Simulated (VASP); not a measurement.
# Ag (I4/mmm) in VASP: notebook, part 2 of 2

VASP 6.6.1.

## Step 5: Single point, PBEsol (strain +0.025 along x and y, -0.050 along z)

The input, INCAR:

```
SYSTEM = Ag
PREC = Accurate
ENCUT = 520
EDIFF = 1E-6
ISMEAR = 0
SIGMA = 0.15
LREAL = .FALSE.
LASPH = .TRUE.
NELM = 80
ALGO = Fast
ISIF = 2
LWAVE = .FALSE.
LCHARG = .TRUE.
GGA = PS
LELF = .TRUE.
LVHAR = .TRUE.
NBANDS = 12
```

The input, KPOINTS:

```
Automatic mesh
0
G
  26 26 26
  0 0 0
```

The input, POSCAR:

```
Ag
1.0
   -1.6528712605      1.6528712605      1.5319294609
    1.6528712605     -1.6528712605      1.5319294609
    1.6528712605      1.6528712605     -1.5319294609
Ag
1
Direct
    0.0000000000      0.0000000000      0.0000000000
```

Potentials or basis: VASP PAW PBE potentials, release 64 (Ag).

On the command line:

```bash
$ cat potpaw_PBE.64/Ag/POTCAR > POTCAR
$ mpirun -np 1 vasp_std > vasp.out
```

OUTCAR:

```text
SYSTEM = Ag
   PREC = Accurate
   ENCUT = 520
   EDIFF = 1E-6
   ISMEAR = 0
   LREAL = .FALSE.
   LASPH = .TRUE.
   NELM = 80
   ISIF = 2
   GGA = PS

 ion  position               nearest neighbor table
   1  0.000  0.000  0.000-

  LATTYP: Found a body centered tetragonal cell.
 ALAT       =     3.3057425210
 C/A-ratio  =     0.9268292683

  Lattice vectors:

 A1 = (  -1.6528712605,   1.6528712605,   1.5319294609)
 A2 = (   1.6528712605,  -1.6528712605,   1.5319294609)
 A3 = (   1.6528712605,   1.6528712605,  -1.5319294609)

Analysis of symmetry for initial positions (statically):
=====================================================================
 Subroutine PRICEL returns:
 Original cell was already a primitive cell.

 Routine SETGRP: Setting up the symmetry group for a
 body centered tetragonal supercell.

 Subroutine GETGRP returns: Found 16 space group operations
 (whereof 16 operations were pure point group operations)
 out of a pool of 16 trial point group operations.

The static configuration has the point symmetry D_4h.

Analysis of symmetry for dynamics (positions and initial velocities):
=====================================================================
 Subroutine PRICEL returns:
 Original cell was already a primitive cell.

 Routine SETGRP: Setting up the symmetry group for a
 body centered tetragonal supercell.

 Subroutine GETGRP returns: Found 16 space group operations
 (whereof 16 operations were pure point group operations)
 out of a pool of 16 trial point group operations.

The dynamic configuration has the point symmetry D_4h.

 Subroutine INISYM returns: Found 16 space group operations
 (whereof 16 operations are pure point group operations),
 and found     1 'primitive' translations

----------------------------------------------------------------------------------------

                                     Primitive cell

  volume of cell :      16.7408

  direct lattice vectors                    reciprocal lattice vectors
    -1.652871260  1.652871260  1.531929461     0.000000000  0.302503898  0.326385785
[... 115 lines left out ...]
 non-spin polarized calculation
 RMM-DIIS sequential band-by-band and
 Gauss-broadening in eV      SIGMA  =   0.15
  energy-cutoff  :      520.00
  volume of cell :       16.74
 maximum number of plane-waves:       472
 NGX is ok and might be reduce to    24
   NGX = 11   NGY = 11   NGZ = 11

 number of electron      11.0000001 magnetization

 Free energy of the ion-electron system (eV)
  ---------------------------------------------------
  ext. energy  EPLUGINS =         0.00000000
  ---------------------------------------------------
  free energy    TOTEN  =        -3.27496657 eV

  energy without entropy =       -3.27121499  energy(sigma->0) =       -3.27309078

 E-fermi :   8.4996     XC(G=0): -12.5209

 val. band max:        8.4968580964   @ k =   0.4231   0.0385   0.0385
 cond. band min:       8.4997414614   @ k =   0.3077   0.1154   0.0769
 fundamental gap:      0.0028833650
 Fermi energy:         8.4996469610

 k-point     1 :       0.0000    0.0000    0.0000
  band No.  band energies     occupation
      1       0.5289      2.00000
      2       3.2969      2.00000
      3       3.6830      2.00000
      4       3.6830      2.00000
      5       4.6624      2.00000
      6       5.1043      2.00000
      7      26.0014      0.00000
      8      26.0014      0.00000
      9      27.5080      0.00000
     10      32.4945      0.00000
     11      32.4950      0.00000
     12      32.8046      0.00000
[... 331 lines left out ...]
 k-point    24 :       0.3846    0.0385   -0.0000
  band No.  band energies     occupation
      1       2.0762      2.00000
      2       2.6708      2.00000
      3       4.8014      2.00000
      4       5.2083      2.00000
      5       5.6131      2.00000
      6       7.1322      2.00000
      7      15.0565      0.00000
      8      21.8271      0.00000
      9      23.0048      0.00000
     10      28.2822      0.00000
     11      29.4508      0.00000
     12      33.1412      0.00000

 [... further k-points ...]

------------------------ aborting loop because EDIFF is reached ----------------------------------------

  FORCE on cell =-STRESS in cart. coord.  units (eV):
  Direction    XX          YY          ZZ          XY          YZ          ZX
  --------------------------------------------------------------------------------------
  -------------------------------------------------------------------------------------
  Total        0.0292205      0.0292205     -0.0088554      0.0000000      0.0000000      0.0000000
  in kB        2.7965435      2.7965435     -0.8475027      0.0000000      0.0000000      0.0000000
  external PRESSURE =       1.5818614 kB  Pullay stress =       0.0000000 kB

 VOLUME and BASIS-vectors are now :
 -----------------------------------------------------------------------------
  energy-cutoff  :      520.00
  volume of cell :       16.74
      direct lattice vectors                 reciprocal lattice vectors
    -1.652871260  1.652871260  1.531929461     0.000000000  0.302503898  0.326385785
     1.652871260 -1.652871260  1.531929461     0.302503898  0.000000000  0.326385785
     1.652871260  1.652871260 -1.531929461     0.302503898  0.302503898  0.000000000

 POSITION                                       TOTAL-FORCE (eV/Angst)
 -----------------------------------------------------------------------------------
      0.00000      0.00000      0.00000         0.000000     -0.000000     -0.000000
 -----------------------------------------------------------------------------------
    total drift:                                0.000000      0.000000     -0.000000

  FREE ENERGIE OF THE ION-ELECTRON SYSTEM (eV)
  ---------------------------------------------------
  free  energy   TOTEN  =        -3.2749665711 eV

  energy  without entropy=       -3.2712149927  energy(sigma->0) =       -3.27309078
```

Run time: 71 s. Hardware: 1 thread of Intel Xeon 6975P-C (Granite Rapids), shared host; peak memory 0.36 GiB.

What came out:

```
Free energy : -3.2750 eV
Pressure    : 0.2 GPa
```

Caveat: the cell differs from its parent crystal (strain +0.025 along x and y, -0.050 along z); the PAW data sets were made with another functional, which shifts forces and pressure a little.

## Step 6: Summary

```csv
cell,further INCAR settings,gap on the mesh (eV),pressure (GPa)
"a = 2.725 Å, angles 111.6, 111.6, 105.3°, 1 atom",ALGO = Fast; EDIFF = 1e-07; NBANDS = 12,none,10.8
"a = 2.750 Å, angles 112.3, 112.3, 104.0°, 1 atom",ALGO = Fast; EDIFF = 1e-06; NBANDS = 12,none,7.0
"a = 2.795 Å, angles 111.5, 111.5, 105.4°, 1 atom",ALGO = Fast; EDIFF = 1e-06; NBANDS = 12,none,0.1
"a = 2.795 Å, angles 107.5, 107.5, 113.5°, 1 atom",ALGO = Fast; EDIFF = 1e-06; NBANDS = 12,none,0.2
```

Alike in all rows: task single point; level PBEsol; potentials or basis VASP PAW PBE potentials, release 64 (Ag); no spin polarisation; k mesh 26 × 26 × 26; cutoff (eV) 520; smearing gaussian 0.15 eV.

Caveats: the PAW data sets were made with another functional, which shifts forces and pressure a little.

Absolute energies hang on the potentials; compare differences alone.
